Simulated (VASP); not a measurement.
# Sc2SnS (P-6m2) in VASP: single point with PBE

Aim: the single point of Sc2SnS with PBE.

Program: VASP 6.6.1. These are calculated values, not measurements. Logs are shortened: lines on timing, memory, paths and dates and some standing lists are left out, and cuts for length are marked.

**1. The cell of the first run**

The structure is hexagonal, space group P-6m2 (No. 187). The conventional cell has a = 3.542 Å, b = 3.542 Å, c = 7.751 Å, α = 90.00°, β = 90.00°, γ = 120.00°. Sc (site symmetry 3m) has 3 S at 2.61 Å and 3 Sn at 3.04 Å and 1 Sc at 3.24 Å within 3.4 Å. Sn (site symmetry -6m2) has 6 Sc at 3.04 Å and 6 Sn at 3.54 Å within 4.0 Å. Within 3.4 Å of S (site symmetry -6m2) lie 6 Sc at 2.61 Å.

**2. Single point, PBE**

INCAR reads:

```
SYSTEM = Sc2SnS
PREC = Accurate ; ENCUT = 500
EDIFF = 1E-6 ; ISMEAR = -1
SIGMA = 0.15 ; LREAL = .FALSE.
LASPH = .TRUE. ; NELM = 120
ALGO = Normal ; ISIF = 2
LWAVE = .FALSE. ; LCHARG = .FALSE.
GGA = PE ; NBANDS = 29
GGA_COMPAT = .FALSE.
```

KPOINTS reads:

```
Automatic mesh
0
G
  18 18 6
  0 0 0
```

POSCAR reads:

```
Sc2SnS
1.0
    3.5419323740      0.0000000000      0.0000000000
   -1.7709661870      3.0674034144      0.0000000000
    0.0000000000      0.0000000000      7.7506084796
Sc Sn S
2 1 1
Direct
    0.6666666667      0.3333333333      0.2909653445
    0.6666666667      0.3333333333      0.7090346555
    0.0000000000      0.0000000000      0.0000000000
    0.3333333333      0.6666666667      0.5000000000
```

Potentials or basis: VASP PAW PBE potentials, release 64 (Sc_sv, Sn_d, S).

Started as:

```
> cat potpaw_PBE.64/Sc_sv/POTCAR potpaw_PBE.64/Sn_d/POTCAR potpaw_PBE.64/S/POTCAR > POTCAR
> mpirun -np 1 vasp_std > vasp.out
```

OUTCAR:

```text
SYSTEM = Sc2SnS
   PREC = Accurate
   ENCUT = 500
   EDIFF = 1E-6
   ISMEAR = -1
   LREAL = .FALSE.
   LASPH = .TRUE.
   NELM = 120
   ISIF = 2
   GGA = PE

 ion  position               nearest neighbor table
   1  0.667  0.333  0.291-   4 2.61   4 2.61   4 2.61   3 3.04   3 3.04   3 3.04   2 3.24
   2  0.667  0.333  0.709-   4 2.61   4 2.61   4 2.61   3 3.04   3 3.04   3 3.04   1 3.24
   3  0.000  0.000  0.000-   1 3.04   2 3.04   1 3.04   2 3.04   1 3.04   2 3.04
   4  0.333  0.667  0.500-   1 2.61   2 2.61   1 2.61   2 2.61   1 2.61   2 2.61

  LATTYP: Found a hexagonal cell.
 ALAT       =     3.5419323740
 C/A-ratio  =     2.1882429310

  Lattice vectors:

 A1 = (   3.5419323740,   0.0000000000,   0.0000000000)
 A2 = (  -1.7709661870,   3.0674034144,   0.0000000000)
 A3 = (   0.0000000000,   0.0000000000,   7.7506084796)

Analysis of symmetry for initial positions (statically):
=====================================================================
 Subroutine PRICEL returns:
 Original cell was already a primitive cell.

 Routine SETGRP: Setting up the symmetry group for a
 hexagonal supercell.

 Subroutine GETGRP returns: Found 12 space group operations
 (whereof 12 operations were pure point group operations)
 out of a pool of 24 trial point group operations.

The static configuration has the point symmetry D_3h.

Analysis of symmetry for dynamics (positions and initial velocities):
=====================================================================
 Subroutine PRICEL returns:
 Original cell was already a primitive cell.

 Routine SETGRP: Setting up the symmetry group for a
 hexagonal supercell.

 Subroutine GETGRP returns: Found 12 space group operations
 (whereof 12 operations were pure point group operations)
 out of a pool of 24 trial point group operations.

The dynamic configuration has the point symmetry D_3h.

 Subroutine INISYM returns: Found 12 space group operations
 (whereof 12 operations are pure point group operations),
 and found     1 'primitive' translations

----------------------------------------------------------------------------------------

                                     Primitive cell

  volume of cell :      84.2068

  direct lattice vectors                    reciprocal lattice vectors
     3.541932374  0.000000000  0.000000000     0.282331760  0.163004317  0.000000000
    -1.770966187  3.067403414  0.000000000     0.000000000  0.326008635  0.000000000
     0.000000000  0.000000000  7.750608480     0.000000000  0.000000000  0.129022128

  length of vectors
     3.541932374  3.541932374  7.750608480     0.326008635  0.326008635  0.129022128

  position of ions in fractional coordinates (direct lattice)
     0.666666667  0.333333333  0.290965345
     0.666666667  0.333333333  0.709034655
     0.000000000  0.000000000  0.000000000
     0.333333333  0.666666667  0.500000000

  ion indices of the primitive-cell ions
   primitive index   ion index
                 1           1
                 2           2
                 3           3
                 4           4

----------------------------------------------------------------------------------------

 KPOINTS: Automatic mesh

Automatic generation of k-mesh.
 Grid dimensions read from file:
 generate k-points for:   18   18    6

 Generating k-lattice:

  Cartesian coordinates                     Fractional coordinates (reciprocal lattice)
     0.015685098  0.009055795  0.000000000     0.055555556  0.000000000  0.000000000
     0.000000000  0.018111591  0.000000000     0.000000000  0.055555556  0.000000000
     0.000000000  0.000000000  0.021503688     0.000000000  0.000000000  0.166666667

  Length of vectors
     0.018111591  0.018111591  0.021503688

  Shift w.r.t. Gamma in fractional coordinates (k-lattice)
     0.000000000  0.000000000  0.000000000

 Subroutine IBZKPT returns following result:
 ===========================================

 Found    148 irreducible k-points:

 Following reciprocal coordinates:
            Coordinates               Weight
  0.000000  0.000000  0.000000      1.000000
  0.055556  0.000000  0.000000      6.000000
  0.111111  0.000000  0.000000      6.000000
  0.166667  0.000000  0.000000      6.000000
  0.222222 -0.000000  0.000000      6.000000
  0.277778  0.000000  0.000000      6.000000
[... 16 lines left out ...]
  0.333333  0.111111  0.000000     12.000000
  0.388889  0.111111  0.000000     12.000000
 [... further k-points ...]
   k-points           NKPTS =    148   k-points in BZ     NKDIM =    148   number of bands    NBANDS=     29
   number of dos      NEDOS =    301   number of ions     NIONS =      4
   total plane-waves  NPLWV =  47040
   dimension x,y,z NGX =    28 NGY =   28 NGZ =   60
   dimension x,y,z NGXF=    56 NGYF=   56 NGZF=  120
   ions per type =               2   1   1
   NGX,Y,Z   is equivalent  to a cutoff of  13.14, 13.14, 12.87 a.u.
   NGXF,Y,Z  is equivalent  to a cutoff of  26.28, 26.28, 25.74 a.u.
 SYSTEM =  Sc2SnS
   PREC   = accura    normal or accurate (medium, high low for compatibility)
   ISTART =      0    job   : 0-new  1-cont  2-samecut
   ICHARG =      2    charge: 1-file 2-atom 10-const
   ISPIN  =      1    spin polarized calculation?
   LNONCOLLINEAR =      F non collinear calculations
   LSORBIT =      F    spin-orbit coupling
   LASPH  =      T    aspherical Exc in radial PAW
   ENCUT  =  500.0 eV  36.75 Ry    6.06 a.u.   6.46  6.46 14.13*2*pi/ulx,y,z
   NELM   =    120;   NELMIN=  2; NELMDL= -5     # of ELM steps
   EDIFF  = 0.1E-05   stopping-criterion for ELM
   LREAL  =      F    real-space projection
   EDIFFG = 0.1E-04   stopping-criterion for IOM
   NSW    =      0    number of steps for IOM
   IBRION =     -1    ionic relax: 0-MD 1-quasi-New 2-CG
   NFREE  =      0    steps in history (QN), initial steepest desc. (CG)
   ISIF   =      2    stress and relaxation
   ISYM   =      2    0-nonsym 1-usesym 2-fastsym
   POTIM  = 0.5000    time-step for ionic-motion
   TEBEG  =    0.0;   TEEND  =   0.0 temperature during run
   PSTRESS=    0.0 pullay stress
   NELECT =      42.0000    total number of electrons
   NUPDOWN=      -1.0000    fix difference up-down
   EMIN   =  10.00;   EMAX   =-10.00  energy-range for DOS
   EFERMI =   0.00;   METHOD = LEGACY
   ISMEAR =    -1;   SIGMA  =   0.15  broadening in eV -4-tet -1-fermi 0-gaus
   EFERMI_NEDOS =   21; number of points for ismear=-14 and -15
   IALGO  =     38    algorithm
   IMIX   =      4    mixing-type and parameters
     AMIX     =   0.40;   BMIX     =  1.00
     AMIX_MAG =   1.60;   BMIX_MAG =  1.00
  volume/ion in A,a.u.               =      21.05       142.06
  Fermi-wavevector in a.u.,A,eV,Ry     =   1.298302  2.453434 22.933806  1.685587
  Thomas-Fermi vector in A             =   2.429639
   LORBIT       =      0    0 simple, 1 ext, 2 COOP (PROOUT), +10 PAW based schemes
   GGA     = PE    functional components
   LHFCALC =     F    Hartree Fock is set to
   AEXX    =    0.0000 exact exchange contribution
   IVDW    =     0    specifies the selected vdW correction
   LEPSILON=     F    determine dielectric tensor
   LRPA    =     F    only Hartree local field effects (RPA)
 non-spin polarized calculation
  energy-cutoff  :      500.00
  volume of cell :       84.21
 maximum number of plane-waves:      2164
 NGX is ok and might be reduce to    28
   NGX = 13   NGY = 13   NGZ = 29

 number of electron      41.9999996 magnetization

 Free energy of the ion-electron system (eV)
  ---------------------------------------------------
  ext. energy  EPLUGINS =         0.00000000
  ---------------------------------------------------
  free energy    TOTEN  =       -25.32559681 eV

  energy without entropy =      -25.12280135  energy(sigma->0) =      -25.22419908

 E-fermi :   6.8130     XC(G=0): -10.5247

 val. band max:        6.8098787990   @ k =   0.3889   0.0556   0.5000
 cond. band min:       6.8130800162   @ k =   0.4444  -0.0000   0.1667
 fundamental gap:      0.0032012172
 Fermi energy:         6.8130237680

 k-point     1 :       0.0000    0.0000    0.0000
  band No.  band energies     occupation
      1     -42.9922      2.00000
      2     -42.9794      2.00000
      3     -21.7060      2.00000
      4     -21.6077      2.00000
      5     -21.6077      2.00000
      6     -21.5931      2.00000
[... 21 lines left out ...]
     28       9.3035      0.00000
     29       9.3319      0.00000

 k-point     2 :       0.0556    0.0000    0.0000
  band No.  band energies     occupation
      1     -42.9918      2.00000
      2     -42.9790      2.00000
      3     -21.7049      2.00000
      4     -21.6127      2.00000
      5     -21.6088      2.00000
      6     -21.5977      2.00000
[... 21 lines left out ...]
     28       9.1728      0.00000
     29       9.3644      0.00000

 k-point     3 :       0.1111    0.0000    0.0000
  band No.  band energies     occupation
      1     -42.9904      2.00000
      2     -42.9777      2.00000
      3     -21.7016      2.00000
      4     -21.6269      2.00000
      5     -21.6121      2.00000
      6     -21.6109      2.00000
[... 21 lines left out ...]
     28       9.3527      0.00000
     29       9.5093      0.00000

 k-point     4 :       0.1667    0.0000    0.0000
  band No.  band energies     occupation
      1     -42.9884      2.00000
      2     -42.9757      2.00000
      3     -21.6971      2.00000
      4     -21.6481      2.00000
      5     -21.6311      2.00000
      6     -21.6170      2.00000
[... 21 lines left out ...]
     28       9.6349      0.00000
     29       9.6595      0.00000

 k-point     5 :       0.2222   -0.0000    0.0000
  band No.  band energies     occupation
      1     -42.9858      2.00000
      2     -42.9733      2.00000
      3     -21.6950      2.00000
      4     -21.6705      2.00000
      5     -21.6557      2.00000
      6     -21.6231      2.00000
[... 21 lines left out ...]
     28       9.7443      0.00000
     29       9.9873      0.00000
[... 510 lines left out ...]
     28       9.4509      0.00000
     29      10.1908      0.00000

 k-point    22 :       0.2778    0.1111    0.0000
  band No.  band energies     occupation
      1     -42.9798      2.00000
      2     -42.9676      2.00000
      3     -21.7342      2.00000
      4     -21.7054      2.00000
      5     -21.6701      2.00000
      6     -21.6451      2.00000
[... 21 lines left out ...]
     28       9.5850      0.00000
     29       9.9967      0.00000

 k-point    23 :       0.3333    0.1111    0.0000
  band No.  band energies     occupation
      1     -42.9779      2.00000
      2     -42.9657      2.00000
      3     -21.7522      2.00000
      4     -21.7224      2.00000
      5     -21.6656      2.00000
      6     -21.6513      2.00000
[... 21 lines left out ...]
     28       9.7243      0.00000
     29       9.8889      0.00000

 k-point    24 :       0.3889    0.1111    0.0000
  band No.  band energies     occupation
      1     -42.9766      2.00000
      2     -42.9645      2.00000
      3     -21.7640      2.00000
      4     -21.7335      2.00000
      5     -21.6626      2.00000
      6     -21.6553      2.00000
[... 21 lines left out ...]
     28       9.6735      0.00000
     29       9.9652      0.00000

 [... further k-points ...]
[... 5 lines left out ...]
  --------------------------------------------------------------------------------------
  -------------------------------------------------------------------------------------
  Total        0.0451156      0.0451156      0.0812620      0.0000000     -0.0000000      0.0000000
  in kB        0.8584011      0.8584011      1.5461481      0.0000000     -0.0000000      0.0000000
  external PRESSURE =       1.0876501 kB  Pullay stress =       0.0000000 kB

 VOLUME and BASIS-vectors are now :
 -----------------------------------------------------------------------------
  energy-cutoff  :      500.00
  volume of cell :       84.21
      direct lattice vectors                 reciprocal lattice vectors
     3.541932374  0.000000000  0.000000000     0.282331760  0.163004317  0.000000000
    -1.770966187  3.067403414  0.000000000     0.000000000  0.326008635  0.000000000
     0.000000000  0.000000000  7.750608480     0.000000000  0.000000000  0.129022128

 POSITION                                       TOTAL-FORCE (eV/Angst)
 -----------------------------------------------------------------------------------
      1.77097      1.02247      2.25516        -0.000000      0.000000     -0.022621
      1.77097      1.02247      5.49545         0.000000     -0.000000      0.022621
      0.00000      0.00000      0.00000        -0.000000     -0.000000      0.000000
     -0.00000      2.04494      3.87530         0.000000     -0.000000      0.000000
 -----------------------------------------------------------------------------------
    total drift:                               -0.000000      0.000000      0.000000

  FREE ENERGIE OF THE ION-ELECTRON SYSTEM (eV)
  ---------------------------------------------------
  free  energy   TOTEN  =       -25.3255968114 eV

  energy  without entropy=      -25.1228013478  energy(sigma->0) =      -25.22419908
```

Run time: 5.9 min. Hardware: 1 thread of Intel Xeon Platinum 8259CL at 2.50GHz (Skylake/Cascade Lake), shared host; peak memory 0.44 GiB.

Results:

```
Free energy            : -25.3256 eV
Pressure               : 0.1 GPa
Largest force          : 0.023 eV/Å
Band gap on the k mesh : zero (bands 21 and 22 overlap by 1.08 eV)
```

Forces in eV/Å, atoms in the order of the input:
```
Sc   0.000  0.000 -0.023
Sc   0.000  0.000  0.023
Sn   0.000  0.000  0.000
S    0.000  0.000  0.000
```

Levels at points of the mesh, in eV from the Fermi level:
```csv
k point,band 17,band 18,band 19,band 20,band 21,band 22,band 23,band 24,band 25,band 26
"(0.00, 0.00, 0.00)",-3.28,-3.28,-2.05,-1.10,0.86,0.86,1.12,1.12,2.06,2.30
"(0.50, 0.00, 0.00)",-4.92,-3.89,-3.71,-1.88,-0.74,-0.07,1.20,1.80,2.37,2.77
"(0.00, 0.00, 0.50)",-3.64,-3.26,-3.26,-0.09,0.65,0.65,1.16,1.16,1.57,2.13
"(0.50, 0.00, 0.50)",-5.02,-3.88,-3.67,-1.77,-0.63,0.02,0.76,1.56,2.66,2.80
```

Caveat: spin-orbit coupling is left out, which moves the levels of the heavy elements.
